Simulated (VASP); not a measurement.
# V (Fd-3m) in VASP: notebook, part 2 of 2

VASP 6.6.1.

## Step 4: Single point, PBE, collinear spin, ferromagnetic start (22.89 Å³/atom)

This run uses another cell than the first one, of 22.89 Å³/atom.

The input, INCAR:

```
ALGO = Normal ; EDIFF = 1E-6
ENCUT = 520 ; GGA = PE
ISIF = 2 ; ISMEAR = -1
ISPIN = 2 ; LASPH = T
LCHARG = F ; LMAXMIX = 4
LORBIT = 11 ; LREAL = F
LWAVE = F ; MAGMOM = 1.453 1.453
NBANDS = 24 ; NELM = 150
PREC = Accurate ; SIGMA = 0.05
```

The input, KPOINTS:

```
k-points
0
Gamma
  16 16 16
```

The input, POSCAR:

```
V
1.0
    0.0000000000      2.8394259354      2.8394259354
    2.8394259354      0.0000000000      2.8394259354
    2.8394259354      2.8394259354      0.0000000000
V
2
Direct
    0.1250000000      0.1250000000      0.1250000000
    0.8750000000      0.8750000000      0.8750000000
```

Potentials or basis: VASP PAW PBE potentials, release 64 (V_sv).

The run is started by

```bash
$ cat potpaw_PBE.64/V_sv/POTCAR > POTCAR
$ mpirun -np 1 vasp_std > vasp.out
```

OUTCAR:

```text
EDIFF = 1E-6
   ENCUT = 520
   GGA = PE
   ISIF = 2
   ISMEAR = -1
   ISPIN = 2
   LASPH = T
   LORBIT = 11
   LREAL = F
   NELM = 150
   PREC = Accurate

 ion  position               nearest neighbor table
   1  0.125  0.125  0.125-   2 2.46   2 2.46   2 2.46   2 2.46
   2  0.875  0.875  0.875-   1 2.46   1 2.46   1 2.46   1 2.46

  LATTYP: Found a face centered cubic cell.
 ALAT       =     5.6788518708

  Lattice vectors:

 A1 = (   0.0000000000,   2.8394259354,   2.8394259354)
 A2 = (   2.8394259354,   0.0000000000,   2.8394259354)
 A3 = (   2.8394259354,   2.8394259354,   0.0000000000)

Analysis of symmetry for initial positions (statically):
=====================================================================
 Subroutine PRICEL returns:
 Original cell was already a primitive cell.

 Routine SETGRP: Setting up the symmetry group for a
 face centered cubic supercell.

 Subroutine GETGRP returns: Found 48 space group operations
 (whereof 12 operations were pure point group operations)
 out of a pool of 48 trial point group operations.

The static configuration has the point symmetry D_3d.
 The point group associated with its full space group is O_h .

Analysis of symmetry for dynamics (positions and initial velocities):
=====================================================================
 Subroutine PRICEL returns:
 Original cell was already a primitive cell.

 Routine SETGRP: Setting up the symmetry group for a
 face centered cubic supercell.

 Subroutine GETGRP returns: Found 48 space group operations
 (whereof 12 operations were pure point group operations)
 out of a pool of 48 trial point group operations.

The dynamic configuration has the point symmetry D_3d.
 The point group associated with its full space group is O_h .

Analysis of structural, dynamic, and magnetic symmetry:
=====================================================================
 Subroutine PRICEL returns:
 Original cell was already a primitive cell.

 Routine SETGRP: Setting up the symmetry group for a
 face centered cubic supercell.

 Subroutine GETGRP returns: Found 48 space group operations
 (whereof 12 operations were pure point group operations)
 out of a pool of 48 trial point group operations.

The overall configuration has the point symmetry D_3d.
 The point group associated with its full space group is O_h .

 Subroutine INISYM returns: Found 48 space group operations
 (whereof 12 operations are pure point group operations),
 and found     1 'primitive' translations

----------------------------------------------------------------------------------------

                                     Primitive cell

  volume of cell :      45.7848

  direct lattice vectors                    reciprocal lattice vectors
     0.000000000  2.839425935  2.839425935    -0.176091932  0.176091932  0.176091932
     2.839425935  0.000000000  2.839425935     0.176091932 -0.176091932  0.176091932
     2.839425935  2.839425935  0.000000000     0.176091932  0.176091932 -0.176091932

  length of vectors
     4.015554667  4.015554667  4.015554667     0.305000174  0.305000174  0.305000174

  position of ions in fractional coordinates (direct lattice)
     0.125000000  0.125000000  0.125000000
     0.875000000  0.875000000  0.875000000

  ion indices of the primitive-cell ions
   primitive index   ion index
[... 62 lines left out ...]
   NGX,Y,Z   is equivalent  to a cutoff of  12.42, 12.42, 12.42 a.u.
   NGXF,Y,Z  is equivalent  to a cutoff of  24.84, 24.84, 24.84 a.u.
 SYSTEM =  unknown system
   PREC   = accura    normal or accurate (medium, high low for compatibility)
   ISTART =      0    job   : 0-new  1-cont  2-samecut
   ICHARG =      2    charge: 1-file 2-atom 10-const
   ISPIN  =      2    spin polarized calculation?
   LNONCOLLINEAR =      F non collinear calculations
   LSORBIT =      F    spin-orbit coupling
   LASPH  =      T    aspherical Exc in radial PAW
   ENCUT  =  520.0 eV  38.22 Ry    6.18 a.u.   7.47  7.47  7.47*2*pi/ulx,y,z
   NELM   =    150;   NELMIN=  2; NELMDL= -5     # of ELM steps
   EDIFF  = 0.1E-05   stopping-criterion for ELM
   LREAL  =      F    real-space projection
   EDIFFG = 0.1E-04   stopping-criterion for IOM
   NSW    =      0    number of steps for IOM
   IBRION =     -1    ionic relax: 0-MD 1-quasi-New 2-CG
   NFREE  =      0    steps in history (QN), initial steepest desc. (CG)
   ISIF   =      2    stress and relaxation
   ISYM   =      2    0-nonsym 1-usesym 2-fastsym
   POTIM  = 0.5000    time-step for ionic-motion
   TEBEG  =    0.0;   TEEND  =   0.0 temperature during run
   PSTRESS=    0.0 pullay stress
   NELECT =      26.0000    total number of electrons
   NUPDOWN=      -1.0000    fix difference up-down
   EMIN   =  10.00;   EMAX   =-10.00  energy-range for DOS
   EFERMI =   0.00;   METHOD = LEGACY
   ISMEAR =    -1;   SIGMA  =   0.05  broadening in eV -4-tet -1-fermi 0-gaus
   EFERMI_NEDOS =   21; number of points for ismear=-14 and -15
   IALGO  =     38    algorithm
   IMIX   =      4    mixing-type and parameters
     AMIX     =   0.40;   BMIX     =  1.00
     AMIX_MAG =   1.60;   BMIX_MAG =  1.00
  volume/ion in A,a.u.               =      22.89       154.49
  Fermi-wavevector in a.u.,A,eV,Ry     =   1.355685  2.561873 25.005894  1.837881
  Thomas-Fermi vector in A             =   2.482752
   LORBIT       =     11    0 simple, 1 ext, 2 COOP (PROOUT), +10 PAW based schemes
   GGA     = PE    functional components
   LHFCALC =     F    Hartree Fock is set to
   AEXX    =    0.0000 exact exchange contribution
   IVDW    =     0    specifies the selected vdW correction
   LEPSILON=     F    determine dielectric tensor
   LRPA    =     F    only Hartree local field effects (RPA)
 spin polarized calculation
  energy-cutoff  :      520.00
  volume of cell :       45.78
 maximum number of plane-waves:      1250
 NGX is ok and might be reduce to    30
   NGX = 15   NGY = 15   NGZ = 15

 number of electron      25.9999987 magnetization       3.9202197

 Free energy of the ion-electron system (eV)
  ---------------------------------------------------
  ext. energy  EPLUGINS =         0.00000000
  ---------------------------------------------------
  free energy    TOTEN  =       -13.32150726 eV

  energy without entropy =      -13.29741706  energy(sigma->0) =      -13.30946216

 E-fermi :   4.4759     XC(G=0):  -9.9450

 val. band max:        4.4697683026   @ k =  -0.3750   0.2500   0.1250
 cond. band min:       4.4783505890   @ k =   0.3750   0.2500   0.1250
 fundamental gap:      0.0085822864
 Fermi energy:         4.4759165513

 spin component 1

 k-point     1 :       0.0000    0.0000    0.0000
  band No.  band energies     occupation
      1     -60.2900      1.00000
      2     -59.9857      1.00000
      3     -34.2730      1.00000
      4     -34.2730      1.00000
      5     -34.2730      1.00000
      6     -33.7751      1.00000
[... 637 lines left out ...]
     23      15.7554      0.00000
     24      15.8105      0.00000

 [... further k-points ...]

 spin component 2

 k-point     1 :       0.0000    0.0000    0.0000
  band No.  band energies     occupation
      1     -58.7337      1.00000
      2     -58.4372      1.00000
      3     -32.7178      1.00000
      4     -32.7178      1.00000
      5     -32.7178      1.00000
      6     -32.2419      1.00000
[... 637 lines left out ...]
     23      16.2101      0.00000
     24      16.7270      0.00000

 [... further k-points ...]
[... 5 lines left out ...]
  --------------------------------------------------------------------------------------
  -------------------------------------------------------------------------------------
  Total       -1.5496144     -1.5496144     -1.5496144      0.0000000      0.0000000      0.0000000
  in kB      -54.2266287    -54.2266287    -54.2266287      0.0000000      0.0000000      0.0000000
  external PRESSURE =     -54.2266287 kB  Pullay stress =       0.0000000 kB

 VOLUME and BASIS-vectors are now :
 -----------------------------------------------------------------------------
  energy-cutoff  :      520.00
  volume of cell :       45.78
      direct lattice vectors                 reciprocal lattice vectors
     0.000000000  2.839425935  2.839425935    -0.176091932  0.176091932  0.176091932
     2.839425935  0.000000000  2.839425935     0.176091932 -0.176091932  0.176091932
     2.839425935  2.839425935  0.000000000     0.176091932  0.176091932 -0.176091932

 POSITION                                       TOTAL-FORCE (eV/Angst)
 -----------------------------------------------------------------------------------
      0.70986      0.70986      0.70986         0.000000     -0.000000     -0.000000
      4.96900      4.96900      4.96900        -0.000000      0.000000      0.000000
 -----------------------------------------------------------------------------------
    total drift:                               -0.000000      0.000000      0.000000

  FREE ENERGIE OF THE ION-ELECTRON SYSTEM (eV)
  ---------------------------------------------------
  free  energy   TOTEN  =       -13.3215072642 eV

  energy  without entropy=      -13.2974170618  energy(sigma->0) =      -13.30946216

 total charge

# of ion       s       p       d       tot
------------------------------------------
    1        2.335   6.086   3.114  11.535
    2        2.335   6.086   3.114  11.535
--------------------------------------------------
tot          4.670  12.172   6.228  23.070

 magnetization (x)

# of ion       s       p       d       tot
------------------------------------------
    1        0.072   0.075   1.586   1.733
    2        0.072   0.075   1.586   1.733
--------------------------------------------------
tot          0.144   0.149   3.172   3.466
```

stdout:

```text
POSCAR found type information on POSCAR V
 POSCAR found :  1 types and       2 ions
 scaLAPACK will be used
 LDA part: xc-table for (Slater+PW92), standard interpolation
 POSCAR, INCAR and KPOINTS ok, starting setup
 FFT: planning ... GRIDC
 FFT: planning ... GRID_SOFT
 FFT: planning ... GRID
 WAVECAR not read
 entering main loop
```

It took 5.4 min on 1 thread of Oxide Virtual Turin-like, shared host; peak memory 0.3 GiB.

What came out:

* Free energy: -13.3215 eV
* Pressure: -5.4 GPa
* Net moment: 3.92 μB per cell
* Site moments: V +1.73 μB
* Valence electrons inside the program's atomic spheres: V 11.54

Caveat: the cell stands under tension.

## Step 5: Overview

| spin | cell | k mesh | smearing | gap on the mesh (eV) | pressure (GPa) | moment (μB) |
| --- | --- | --- | --- | --- | --- | --- |
| non-collinear, zero start, SOC | a = 3.757 Å, angles 60.0°, 2 atoms | 10 × 10 × 10 | fermi-dirac 0.1 eV | - | 0.4 | 0.00 |
| collinear, ferromagnetic start | a = 3.967 Å, angles 60.0°, 2 atoms | 16 × 16 × 16 | fermi-dirac 0.05 eV | none | -3.9 | 3.88 |
| collinear, ferromagnetic start | a = 4.016 Å, angles 60.0°, 2 atoms | 16 × 16 × 16 | fermi-dirac 0.05 eV | none | -5.4 | 3.92 |

Alike in all rows: task single point; level PBE; potentials or basis VASP PAW PBE potentials, release 64 (V_sv); cutoff (eV) 520.

Caveats: the cell stands under tension (at least some runs).

Total energies depend on the potentials used, so only differences within one code and one set of settings carry meaning.
